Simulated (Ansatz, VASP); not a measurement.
**Zr3S2: VASP beside Ansatz**

```
Zr S
1.0
    -1.77128    1.77128    8.65283
     1.77128   -1.77128    8.65283
     1.77128    1.77128   -8.65283
Zr S
3 2
Direct
  0.64419 0.64419 0.00000
  0.35581 0.35581 0.00000
  0.00000 0.00000 0.00000
  0.75000 0.25000 0.50000
  0.50000 0.50000 0.00000
```

Alike in both runs: task relaxation of cell and atoms; functional PBE; k mesh 6 × 6 × 6; occupations gaussian, width 0.1 eV; no spin polarisation.

|  | VASP | Ansatz |
| --- | --- | --- |
| version | VASP 6.6.1 | Ansatz 0.2.0 |
| potentials or method | VASP PAW PBE potentials, release 64 (Zr_sv, S), cutoff 600 eV | scalar-relativistic, plane waves, PAW |
| valence electrons in the cell | 48 | 48 |

|  | VASP | Ansatz | Ansatz less VASP |
| --- | --- | --- | --- |
| gap on the k mesh at the Fermi level, each at its own relaxed structure (eV) | none | none | - |
| relaxed volume (Å³/atom) | 21.79 | 21.73 | -0.054 |
| relaxed cell length with the largest relative difference (Å) | 9.014 | 9.019 | +0.0049 |

A gap of «none» marks a metal or a gap that the smearing closes.

The k mesh is coarse, so the values compare programs but aren't converged.
